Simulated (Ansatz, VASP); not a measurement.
**Cd in VASP and in Ansatz**

```
CELL_PARAMETERS angstrom
-1.92440 1.92440 1.92440
1.92440 -1.92440 1.92440
1.92440 1.92440 -1.92440
ATOMIC_POSITIONS crystal
Cd 0.00000 0.00000 0.00000
```

Alike in both runs: functional BLYP; k mesh 13 × 13 × 13; occupations fermi-dirac, width 0.1 eV; no spin polarisation.

Ansatz relaxed the structure, and its values are those at the end. VASP's run is a single point on that final structure, the one shown.

```csv
,VASP,Ansatz
version,VASP 6.6.1,Ansatz 0.2.0
potentials or method,"VASP PAW PBE potentials, release 64 (Cd), cutoff 520 eV","plane waves (420 eV) with PAW, scalar-relativistic"
valence electrons in the cell,12,20
```

```tsv
	VASP	Ansatz	Ansatz less VASP
pressure (GPa)	0.1	0.0	-0.04
```

VASP's potentials were made for PBE, not for BLYP. With one functional, cell and mesh, what is left measures potentials, basis and numerics. VASP's potentials hold 12 valence electrons a cell and Ansatz's 20, so a difference there can come from the potentials and not from the codes.
